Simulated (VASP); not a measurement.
Here is a VASP 6.6.1 calculation.

Contents of INCAR:

```
PREC = Accurate
ENCUT = 520
EDIFF = 1E-6
ISMEAR = 0
SIGMA = 0.1
LREAL = False
LASPH = True
NELM = 100
ALGO = Normal
ISIF = 2
LWAVE = False
LCHARG = False
GGA = PE
NBANDS = 11
```

Contents of KPOINTS:

```
regular mesh
0
Gamma
  15 15 12
```

File POSCAR:

```
MgB2
1.0
    3.0728984930      0.0000000000      0.0000000000
   -1.5364492465      2.6612081582      0.0000000000
    0.0000000000      0.0000000000      3.5320018748
Mg B
1 2
Direct
    0.0000000000      0.0000000000      0.0000000000
    0.3333333333      0.6666666667      0.5000000000
    0.6666666667      0.3333333333      0.5000000000
```

Potentials or basis: VASP PAW PBE potentials, release 64 (Mg, B).

Launch:

```sh
$ cat potpaw_PBE.64/Mg/POTCAR potpaw_PBE.64/B/POTCAR > POTCAR
$ mpirun -np 1 vasp_std > vasp.out
```

(1) Predict the band gap on the k mesh.

(2) Estimate the pressure.

Answers

(1) zero (band 4 reaches 7.07 eV, above the bottom of band 5 at 3.30 eV).

(2) -0.3 GPa.
